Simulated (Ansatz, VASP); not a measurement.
## Two plane-wave programs on Na4TeC

```
Na Te C
1.0
     4.72945    0.00000    0.00000
     0.00000    4.72945    0.00000
     0.00000    0.00000    7.06253
Na Te C
4 1 1
Direct
  0.50000 0.00000 0.22003
  0.00000 0.50000 0.77997
  0.50000 0.00000 0.77997
  0.00000 0.50000 0.22003
  0.50000 0.50000 0.50000
  0.00000 0.00000 0.00000
```

Alike in both runs: functional PBE; k mesh 8 × 8 × 6; occupations gaussian, width 0.1 eV; no spin polarisation.

Ansatz relaxed the structure, and its values are those at the end. VASP's run is a single point on that final structure, the one shown.

```csv
,VASP,Ansatz
version,VASP 6.6.1,Ansatz 0.2.0
potentials or method,"VASP PAW PBE potentials, release 64 (Na_pv, Te, C), cutoff 520 eV","scalar-relativistic, plane waves, PAW"
valence electrons in the cell,38,56
```

```csv
,VASP,Ansatz,Ansatz less VASP
gap on the k mesh at the Fermi level (eV),none,none,-
pressure (GPa),0.0,0.0,-0.03
```

A gap of «none» marks a metal or a gap that the smearing closes. With one functional, cell and mesh, what is left measures potentials, basis and numerics. VASP's potentials hold 38 valence electrons a cell and Ansatz's 56, so a difference there can come from the potentials and not from the codes.

Neither program's run includes spin-orbit coupling.
